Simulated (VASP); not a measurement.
A run of VASP 6.6.1:

File INCAR:

```
PREC = Accurate
ENCUT = 520
EDIFF = 1E-6
ISMEAR = 0
SIGMA = 0.05
LREAL = F
LASPH = T
NELM = 80
ALGO = Normal
ISIF = 2
LWAVE = F
LCHARG = T
GGA = PS
IVDW = 12
LELF = T
LVHAR = T
NBANDS = 31
```

KPOINTS

```
Automatic mesh
0
Gamma
  8 11 3
```

File POSCAR:

```
C
1.0
    0.0000000000      1.4191802056     -3.2829684911
   -2.4580922212      0.0000000000      0.0000000000
    1.6387281475      9.2317248435      2.6366076635
C
10
Direct
    0.4145345807      0.1929276954      0.8893915430
    0.7551689102      0.6455888427      0.0683832640
    0.9200103278      0.2824235559      0.2736353338
    0.0848517454      0.9192582690      0.4788874035
    0.2496931631      0.5560929822      0.6841394733
    0.8096725074      0.1912458705      0.1368688057
   -0.0254860750      0.8280805836      0.3421208755
    0.1393553426      0.4649152968      0.5473729452
    0.3041967603      1.1017500100      0.7526250150
    0.4690381779      0.7385847231      0.9578770847
```

Potentials or basis: VASP PAW PBE potentials, release 64 (C).

Launch:

```bash
$ cat potpaw_PBE.64/C/POTCAR > POTCAR
$ mpirun -np 1 vasp_std > vasp.out
```

Hardware: 1 thread of Oxide Virtual Turin-like Processor, with other jobs on the host.

Question: Estimate the wall time of this run.

Answer: Wall time 5.6 min on 1 thread of Oxide Virtual Turin-like Processor, on a shared host, peak memory 0.31 GiB. Counts: scf iterations 13, k points 133.
